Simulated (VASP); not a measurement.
The system is ZnS.

```
Zn S
1.0
     0.00000    2.69409    2.69409
     2.69409    0.00000    2.69409
     2.69409    2.69409    0.00000
Zn S
1 1
Direct
  0.00000 0.00000 0.00000
  0.25000 0.25000 0.25000
```

Base run:

```yaml
Program: VASP 6.6.1
Functional: PBEsol
Potentials_or_basis: VASP PAW PBE potentials, release 64 (Zn, S)
Cutoff: 500 eV
k_mesh: 6 × 6 × 6
Occupations: gaussian, width 0.01 eV
Spin: no spin polarisation
```

Its results: band gap on the k mesh 2.01 eV; pressure -1.1 GPa.

Task: The run is repeated on the same cell with these changes: dispersion from none to D3(BJ). What comes out?

Result: Band gap on the k mesh 2.01 eV; pressure -3.3 GPa.

Dispersion adds attraction, which lowers the pressure at fixed volume and, as a term added to the energy, leaves the levels alone.

Caveats: the PAW data sets were made with another functional, which shifts forces and pressure a little; the cell stands under tension (at least some runs).

